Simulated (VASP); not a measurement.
A run of VASP 6.6.1:

The input POSCAR:

```
B
1.0
   -1.1474615457      1.1474615457      1.1474615457
    1.1474615457     -1.1474615457      1.1474615457
    1.1474615457      1.1474615457     -1.1474615457
B
1
Direct
    0.0000000000      0.0000000000      0.0000000000
```

File INCAR.step1:

```
SYSTEM = B
PREC = Accurate
ENCUT = 520
EDIFF = 1E-5
ISMEAR = -1
SIGMA = 0.1
LREAL = .False.
LASPH = .True.
NELM = 100
ALGO = Normal
ISIF = 2
LWAVE = .True.
NBANDS = 8
GGA = PE
```

INCAR.step2

```
SYSTEM = B
PREC = Accurate
ENCUT = 520
EDIFF = 1E-6
ISMEAR = -1
SIGMA = 0.1
LREAL = .False.
LASPH = .True.
NELM = 100
ALGO = Normal
ISIF = 2
LWAVE = .False.
LCHARG = .True.
METAGGA = R2SCAN
LHFCALC = .True.
AEXX = 0.25
LMIXTAU = .True.
PRECFOCK = Normal
LELF = .True.
LVHAR = .True.
NBANDS = 8
ISTART = 1
```

The input KPOINTS:

```
regular mesh
0
Gamma
  10 10 10
  0 0 0
```

Potentials or basis: VASP PAW PBE potentials, release 64 (B).

The run is started by

```bash
$ cat potpaw_PBE.64/B/POTCAR > POTCAR
$ cp INCAR.step1 INCAR
$ mpirun -np 1 vasp_std > vasp.out
$ cp INCAR.step2 INCAR
$ mpirun -np 1 vasp_std > vasp.out
```

Hardware: 1 thread of Intel Xeon 8259CL, on a shared host.

Q: Estimate the wall time of this run.

A: Run time: 9.2 min on 1 thread of Intel Xeon 8259CL (shared host), peak memory 0.12 GiB. Counts: k points 47.
